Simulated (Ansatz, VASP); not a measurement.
**One calculation of SiC, two programs**

```
CELL_PARAMETERS angstrom
0.00000 2.18000 2.18000
2.18000 0.00000 2.18000
2.18000 2.18000 0.00000
ATOMIC_POSITIONS crystal
Si 0.00000 0.00000 0.00000
C 0.25000 0.25000 0.25000
```

Alike in both runs: task relaxation of cell and atoms; functional LDA; k mesh 10 × 10 × 10; occupations gaussian, width 0.02 eV; no spin polarisation.

```csv
,VASP,Ansatz
version,VASP 6.6.1,Ansatz 0.2.0
potentials or method,"VASP PAW LDA potentials, release 64 (Si, C), cutoff 600 eV","scalar-relativistic, plane waves, PAW"
valence electrons in the cell,8,8
```

|  | VASP | Ansatz | Ansatz less VASP |
| --- | --- | --- | --- |
| gap on the k mesh at the Fermi level, each at its own relaxed structure (eV) | 1.29 | 1.30 | +0.011 |
| relaxed volume (Å³/atom) | 10.15 | 10.14 | -0.011 |
| relaxed cell length with the largest relative difference (Å) | 3.062 | 3.061 | -0.0011 |

Ansatz warns that its potentials were made for another functional, while VASP's fit it. LDA's correlation is that of Perdew and Zunger in VASP and of Perdew and Wang (1992) in Ansatz.
